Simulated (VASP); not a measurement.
A run of VASP 6.6.1 is set up as follows.

Contents of INCAR:

```
PREC = Accurate
ENCUT = 520
EDIFF = 1E-6
ISMEAR = -1
SIGMA = 0.02
LREAL = False
LASPH = True
NELM = 60
ALGO = Normal
ISIF = 2
LWAVE = False
LCHARG = False
GGA = PE
NBANDS = 28
```

File KPOINTS:

```
regular mesh
0
Gamma
  6 6 6
```

Contents of POSCAR:

```
BaTiO3
1.0
    3.9940959546     -0.0966571221      0.0000000000
   -0.0966571221      3.9940959546      0.0000000000
    0.0000000000      0.0000000000      3.9940959546
Ba Ti O
1 1 3
Direct
    0.5000000000      0.5000000000      0.5000000000
    0.0000000000      0.0000000000      0.0000000000
    0.5000000000      0.0000000000      0.0000000000
    0.0000000000      0.5000000000      0.0000000000
    0.0000000000      0.0000000000      0.5000000000
```

Potentials or basis: VASP PAW PBE potentials, release 64 (Ba_sv, Ti_sv, O).

Launch:

```bash
$ cat potpaw_PBE.64/Ba_sv/POTCAR potpaw_PBE.64/Ti_sv/POTCAR potpaw_PBE.64/O/POTCAR > POTCAR
$ mpirun -np 1 vasp_std > vasp.out
```

(1) Predict the band gap on the k mesh.

(2) Predict the pressure.

## Answers

(1) 1.63 eV, indirect (least direct gap 1.64 eV).

(2) 5.3 GPa.

Caveat: the cell differs from its parent crystal (shear xy strain -4.8%); spin-orbit coupling is left out, which moves the levels of the heavy elements.
